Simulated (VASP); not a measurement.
Set up this calculation in VASP 6.6.1, as the native input.

| Item | Value |
| --- | --- |
| Task | single point |
| Functional | PBE |
| Potentials or basis | VASP PAW PBE potentials, release 64 (Sb, Se) |
| Cutoff | 520 eV |
| k mesh | 8 × 8 × 8 |
| Occupations | gaussian, width 0.1 eV |
| Spin | no spin polarisation |
| Dipole correction | no |
| Further INCAR settings | ALGO = Normal; EDIFF = 1e-07; NBANDS = 26 |

The structure of SbSe2 lies in POSCAR:

```
SbSe2
1.0
    0.0000000000      4.1148621064      4.1148621064
    4.1148621064      0.0000000000      4.1148621064
    4.1148621064      4.1148621064      0.0000000000
Sb Se
2 4
Direct
    0.5000000000      0.5000000000      0.5000000000
    0.7500000000      0.7500000000      0.7500000000
    0.1250000000      0.1250000000      0.1250000000
    0.6250000000      0.1250000000      0.1250000000
    0.1250000000      0.1250000000      0.6250000000
    0.1250000000      0.6250000000      0.1250000000
```

The input as run:

INCAR

```
SYSTEM = SbSe2
PREC     = Accurate       ! precision mode
ENCUT    = 520            ! plane-wave cutoff, eV
EDIFF    = 1E-7           ! SCF threshold, eV
ISMEAR   = 0              ! smearing method
SIGMA    = 0.1            ! smearing width, eV
LREAL    = .FALSE.        ! projectors in reciprocal space
LASPH    = .TRUE.         ! aspherical terms in the spheres
NELM     = 100            ! most SCF steps
ALGO     = Normal         ! electronic algorithm
ISIF     = 2              ! what is computed and relaxed
LWAVE    = .FALSE.        ! write WAVECAR
LCHARG   = .TRUE.         ! write CHGCAR
GGA      = PE             ! functional
LELF     = .TRUE.         ! ELF
LVHAR    = .TRUE.       
NBANDS   = 26             ! bands
```

KPOINTS

```
regular mesh
0
G
  8 8 8
  0 0 0
```

Potentials or basis: VASP PAW PBE potentials, release 64 (Sb, Se).

Run with:

```bash
$ cat potpaw_PBE.64/Sb/POTCAR potpaw_PBE.64/Se/POTCAR > POTCAR
$ mpirun -np 1 vasp_std > vasp.out
```

Results of the run:

| Property | Result |
| --- | --- |
| Pressure | -0.1 GPa |
| Band gap on the k mesh | zero (band 17 reaches 7.50 eV, above the bottom of band 18 at 6.11 eV) |

Caveat: spin-orbit coupling is left out, which moves the levels of the heavy elements.

Wall time 68 s on 1 thread of Intel(R) Xeon(R) 6975P-C (Granite Rapids), on a shared host, peak memory 0.34 GiB.
